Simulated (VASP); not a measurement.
# BaTiO3 (Pm-3m) in VASP: single point with PBE

Aim: the single point of BaTiO3 with PBE.

All numbers are computed with VASP 6.6.1; they aren't measurements. Logs are shortened: lines on timing, memory, paths and dates and some standing lists are left out, and cuts for length are marked.

**1. The cell of the first run**

It takes space group Pm-3m (No. 221, cubic). The conventional cell has a = 4.019 Å, b = 4.019 Å, c = 4.019 Å, α = 90.00°, β = 90.00°, γ = 90.00°. Ba (site symmetry m-3m) has 12 O at 2.84 Å and 8 Ti at 3.48 Å within 3.7 Å. Ti (site symmetry m-3m) has 6 O at 2.01 Å within 2.7 Å. Within 2.7 Å of O (site symmetry 4/mmm) lie 2 Ti at 2.01 Å.

**2. Single point, PBE**

File POSCAR:

```
BaTiO3
1.0
    4.0192643905      0.0000000000      0.0000000000
    0.0000000000      4.0192643905      0.0000000000
    0.0000000000      0.0000000000      4.0192643905
Ba Ti O
1 1 3
Direct
    0.5000000000      0.5000000000      0.5000000000
    0.0000000000      0.0000000000      0.0000000000
    0.5000000000      0.0000000000      0.0000000000
    0.0000000000      0.5000000000      0.0000000000
    0.0000000000      0.0000000000      0.5000000000
```

File INCAR.step1:

```
SYSTEM = BaTiO3
PREC = Accurate ; ENCUT = 1000
EDIFF = 1E-6 ; ISMEAR = 0
SIGMA = 0.05 ; LREAL = .FALSE.
LASPH = .TRUE. ; NELM = 120
ALGO = Normal ; ISIF = 2
LWAVE = .FALSE. ; LCHARG = .TRUE.
LMAXMIX = 4 ; GGA = PE
NBANDS = 28 ; GGA_COMPAT = .FALSE.
NEDOS = 2001 ; LORBIT = 11
```

File KPOINTS.step1:

```
Automatic mesh
0
G
  8 8 8
  0 0 0
```

File INCAR.step2:

```
SYSTEM = BaTiO3
PREC = Accurate ; ENCUT = 1000
EDIFF = 1E-6 ; ISMEAR = -5
SIGMA = 0.05 ; LREAL = .FALSE.
LASPH = .TRUE. ; NELM = 120
ALGO = Normal ; ISIF = 2
LWAVE = .FALSE. ; LCHARG = .FALSE.
LMAXMIX = 4 ; GGA = PE
LORBIT = 11 ; NBANDS = 28
NEDOS = 2001 ; ICHARG = 11
GGA_COMPAT = .FALSE.
```

File KPOINTS.step2:

```
Automatic mesh
0
G
  12 12 12
  0 0 0
```

Potentials or basis: VASP PAW PBE potentials, release 64 (Ba_sv, Ti_sv, O_h).

On the command line:

```console
> cat potpaw_PBE.64/Ba_sv/POTCAR potpaw_PBE.64/Ti_sv/POTCAR potpaw_PBE.64/O_h/POTCAR > POTCAR
> cp INCAR.step1 INCAR
> cp KPOINTS.step1 KPOINTS
> mpirun -np 1 vasp_std > vasp.out
> cp INCAR.step2 INCAR
> cp KPOINTS.step2 KPOINTS
> mpirun -np 1 vasp_std > vasp.out
```

OUTCAR:

```text
SYSTEM = BaTiO3
   PREC = Accurate
   ENCUT = 1000
   EDIFF = 1E-6
   ISMEAR = -5
   LREAL = .FALSE.
   LASPH = .TRUE.
   NELM = 120
   ISIF = 2
   GGA = PE
   LORBIT = 11
   ICHARG = 11

 ion  position               nearest neighbor table
   1  0.500  0.500  0.500-   3 2.84   4 2.84   5 2.84   3 2.84   4 2.84   3 2.84   5 2.84   3 2.84
                             4 2.84   5 2.84   4 2.84   5 2.84   2 3.48   2 3.48   2 3.48   2 3.48
   2  0.000  0.000  0.000-   3 2.01   4 2.01   5 2.01   5 2.01   4 2.01   3 2.01   1 3.48   1 3.48
                             1 3.48   1 3.48   1 3.48   1 3.48   1 3.48   1 3.48
   3  0.500  0.000  0.000-   2 2.01   2 2.01   1 2.84   1 2.84   1 2.84   1 2.84
   4  0.000  0.500  0.000-   2 2.01   2 2.01   1 2.84   1 2.84   1 2.84   1 2.84
   5  0.000  0.000  0.500-   2 2.01   2 2.01   1 2.84   1 2.84   1 2.84   1 2.84

  LATTYP: Found a simple cubic cell.
 ALAT       =     4.0192643905

  Lattice vectors:

 A1 = (   4.0192643905,   0.0000000000,   0.0000000000)
 A2 = (   0.0000000000,   4.0192643905,   0.0000000000)
 A3 = (   0.0000000000,   0.0000000000,   4.0192643905)

Analysis of symmetry for initial positions (statically):
=====================================================================
 Subroutine PRICEL returns:
 Original cell was already a primitive cell.

 Routine SETGRP: Setting up the symmetry group for a
 simple cubic supercell.

 Subroutine GETGRP returns: Found 48 space group operations
 (whereof 48 operations were pure point group operations)
 out of a pool of 48 trial point group operations.

The static configuration has the point symmetry O_h .

Analysis of symmetry for dynamics (positions and initial velocities):
=====================================================================
 Subroutine PRICEL returns:
 Original cell was already a primitive cell.

 Routine SETGRP: Setting up the symmetry group for a
 simple cubic supercell.

 Subroutine GETGRP returns: Found 48 space group operations
 (whereof 48 operations were pure point group operations)
 out of a pool of 48 trial point group operations.

The dynamic configuration has the point symmetry O_h .

 Subroutine INISYM returns: Found 48 space group operations
 (whereof 48 operations are pure point group operations),
 and found     1 'primitive' translations

----------------------------------------------------------------------------------------

[... 110 lines left out ...]
   PSTRESS=    0.0 pullay stress
   NELECT =      40.0000    total number of electrons
   NUPDOWN=      -1.0000    fix difference up-down
   EMIN   =  10.00;   EMAX   =-10.00  energy-range for DOS
   EFERMI =   0.00;   METHOD = LEGACY
   ISMEAR =    -5;   SIGMA  =   0.05  broadening in eV -4-tet -1-fermi 0-gaus
   EFERMI_NEDOS =   21; number of points for ismear=-14 and -15
   IALGO  =     38    algorithm
   IMIX   =      4    mixing-type and parameters
     AMIX     =   0.40;   BMIX     =  1.00
     AMIX_MAG =   1.60;   BMIX_MAG =  1.00
  volume/ion in A,a.u.               =      12.99        87.63
  Fermi-wavevector in a.u.,A,eV,Ry     =   1.392991  2.632371 26.401063  1.940423
  Thomas-Fermi vector in A             =   2.516680
   LORBIT       =     11    0 simple, 1 ext, 2 COOP (PROOUT), +10 PAW based schemes
   GGA     = PE    functional components
   LHFCALC =     F    Hartree Fock is set to
   AEXX    =    0.0000 exact exchange contribution
   IVDW    =     0    specifies the selected vdW correction
   LEPSILON=     F    determine dielectric tensor
   LRPA    =     F    only Hartree local field effects (RPA)
 non-spin polarized calculation
 Fermi weights with tetrahedron method with Bloechl corrections
  energy-cutoff  :     1000.00
  volume of cell :       64.93
 maximum number of plane-waves:      4700
 NGX is ok and might be reduce to    42

 number of electron      39.9999988 magnetization

 Free energy of the ion-electron system (eV)
  ---------------------------------------------------
  ext. energy  EPLUGINS =         0.00000000
  ---------------------------------------------------
  free energy    TOTEN  =       -40.00729289 eV

  energy without entropy =      -40.00729289  energy(sigma->0) =      -40.00729289

 E-fermi :   4.1097     XC(G=0): -11.1978

 val. band max:        4.0889744661   @ k =   0.5000   0.5000   0.5000
 cond. band min:       5.8131204126   @ k =   0.0000   0.0000   0.0000
 fundamental gap:      1.7241459465
 Fermi energy:         4.1096609916

 k-point     1 :       0.0000    0.0000    0.0000
  band No.  band energies     occupation
      1     -52.5990      2.00000
      2     -28.8029      2.00000
      3     -28.8029      2.00000
      4     -28.8029      2.00000
      5     -20.7489      2.00000
      6     -12.7722      2.00000
[... 733 lines left out ...]
     27      12.3309      0.00000
     28      13.3077      0.00000

 [... further k-points ...]

------------------------ aborting loop because EDIFF is reached ----------------------------------------

  FORCE on cell =-STRESS in cart. coord.  units (eV):
  Direction    XX          YY          ZZ          XY          YZ          ZX
  --------------------------------------------------------------------------------------
  -------------------------------------------------------------------------------------
  Total        0.7350064      0.7350064      0.7350064      0.0000000     -0.0000000      0.0000000
  in kB       18.1368542     18.1368542     18.1368542      0.0000000     -0.0000000      0.0000000
  external PRESSURE =      18.1368542 kB  Pullay stress =       0.0000000 kB

 VOLUME and BASIS-vectors are now :
 -----------------------------------------------------------------------------
  energy-cutoff  :     1000.00
  volume of cell :       64.93
      direct lattice vectors                 reciprocal lattice vectors
     4.019264391  0.000000000  0.000000000     0.248801746  0.000000000  0.000000000
     0.000000000  4.019264391  0.000000000     0.000000000  0.248801746  0.000000000
     0.000000000  0.000000000  4.019264391     0.000000000  0.000000000  0.248801746

 POSITION                                       TOTAL-FORCE (eV/Angst)
 -----------------------------------------------------------------------------------
      2.00963      2.00963      2.00963         0.000000      0.000000      0.000000
      0.00000      0.00000      0.00000         0.000000      0.000000      0.000000
      2.00963      0.00000      0.00000         0.000000      0.000000      0.000000
      0.00000      2.00963      0.00000         0.000000      0.000000      0.000000
      0.00000      0.00000      2.00963         0.000000      0.000000      0.000000
 -----------------------------------------------------------------------------------
    total drift:                               -0.000000      0.000000     -0.000000

  FREE ENERGIE OF THE ION-ELECTRON SYSTEM (eV)
  ---------------------------------------------------
  free  energy   TOTEN  =       -40.0072928880 eV

  energy  without entropy=      -40.0072928880  energy(sigma->0) =      -40.00729289

 total charge

# of ion       s       p       d       tot
------------------------------------------
    1        2.007   5.651   0.321   7.979
    2        2.206   6.261   1.685  10.152
    3        1.042   2.322   0.000   3.363
    4        1.042   2.322   0.000   3.363
    5        1.042   2.322   0.000   3.363
--------------------------------------------------
tot          7.338  18.877   2.006  28.221
```

OUTCAR.step1:

```text
SYSTEM = BaTiO3
   PREC = Accurate
   ENCUT = 1000
   EDIFF = 1E-6
   ISMEAR = 0
   LREAL = .FALSE.
   LASPH = .TRUE.
   NELM = 120
   ISIF = 2
   GGA = PE
[... 982 lines left out ...]

  FREE ENERGIE OF THE ION-ELECTRON SYSTEM (eV)
  ---------------------------------------------------
  free  energy   TOTEN  =       -40.0072644505 eV

  energy  without entropy=      -40.0072644505  energy(sigma->0) =      -40.00726445

 total charge

# of ion       s       p       d       tot
------------------------------------------
    1        2.007   5.651   0.321   7.979
    2        2.206   6.261   1.685  10.152
    3        1.042   2.322   0.000   3.363
    4        1.042   2.322   0.000   3.363
    5        1.042   2.322   0.000   3.363
--------------------------------------------------
tot          7.338  18.877   2.006  28.221
```

It took 5.6 min on 1 thread of Intel Xeon Platinum 8375C at 2.90GHz (Ice Lake), shared host; peak memory 0.54 GiB.

Results:

```
Valence electrons inside the program's atomic spheres : Ba 7.98; Ti 10.15; O 3.36
```

Levels at points of the mesh, in eV from the valence-band top:
| k point | band 17 | band 18 | band 19 | band 20 | band 21 | band 22 | band 23 | band 24 |
| --- | --- | --- | --- | --- | --- | --- | --- | --- |
| (0.00, 0.00, 0.00) | -1.07 | -0.16 | -0.16 | -0.16 | 1.72 | 1.72 | 1.72 | 3.82 |
| (0.50, 0.00, 0.00) | -1.81 | -1.81 | -0.71 | -0.71 | 1.88 | 3.42 | 3.42 | 3.83 |
| (0.50, 0.50, 0.00) | -1.72 | -0.88 | -0.88 | -0.09 | 3.43 | 3.43 | 3.84 | 4.66 |
| (0.50, 0.50, 0.50) | -2.41 | 0.00 | 0.00 | 0.00 | 4.08 | 4.08 | 4.08 | 6.67 |

Caveat: spin-orbit coupling is left out, which moves the levels of the heavy elements.
